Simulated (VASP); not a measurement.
**NbCu: relaxation of cell and atoms with BLYP**

NbCu:

```
Nb Cu
1.0
     0.00000    2.56221    2.56221
     2.56221    0.00000    2.56221
     2.56221    2.56221    0.00000
Nb Cu
1 1
Direct
  0.00000 0.00000 0.00000
  0.50000 0.50000 0.50000
```

```json
{
 "Program": "VASP 6.6.1",
 "Task": "relaxation of cell and atoms",
 "Functional": "BLYP",
 "Potentials or basis": "VASP PAW PBE potentials, release 64 (Nb_sv, Cu)",
 "Cutoff": "600 eV",
 "k mesh": "9 × 9 × 9",
 "Occupations": "fermi-dirac, width 0.05 eV",
 "Spin": "no spin polarisation",
 "Dipole correction": "no",
 "Further INCAR settings": "ALGO = Normal; EDIFF = 1e-06; IBRION = 2; EDIFFG = -0.01; NSW = 60; ISIF = 3"
}
```

| Property | Result |
| --- | --- |
| Relaxed volume | 17.63 Å³/atom |
| Relaxed cell | a = 3.681 Å, b = 3.681 Å, c = 3.681 Å, α = 60.00°, β = 60.00°, γ = 60.00° |
| Space group after relaxing (to 0.1 Å) | Fm-3m (No. 225) |
| Energy gained by relaxing | 15.6 meV/atom |
| Ionic steps | 3 |
| Pressure after relaxing | 0.0 GPa |
| Band gap on the k mesh | zero (bands 12 and 13 overlap by 1.71 eV) |

The path:
| step | energy change (eV) | largest force (eV/Å) | pressure (GPa) | volume (Å³) |
| --- | --- | --- | --- | --- |
| 1 | 0.0000 | 0.0000 | 6.48 | 33.64 |
| 2 | 0.0018 | 0.0000 | -5.58 | 37.07 |
| 3 | -0.0313 | 0.0000 | 0.04 | 35.27 |

Final structure:
```xyz
2
Lattice="0.0000 2.6028 2.6028 2.6028 0.0000 2.6028 2.6028 2.6028 0.0000" Properties=species:S:1:pos:R:3 pbc="T T T"
Nb    0.0000    0.0000    0.0000
Cu    2.6028    2.6028    2.6028
```

Levels at points of the mesh, in eV from the Fermi level:
```csv
k point,band 10,band 11,band 12,band 13,band 14,band 15
"(0.00, 0.00, 0.00)",-3.84,0.93,0.93,0.93,2.17,2.17
```

Run time: 65 s on 1 thread of Intel(R) Xeon(R) 6975P-C (Granite Rapids) (shared host), peak memory 0.19 GiB.

Caveat: the PAW data sets were made with another functional, which shifts forces and pressure a little.
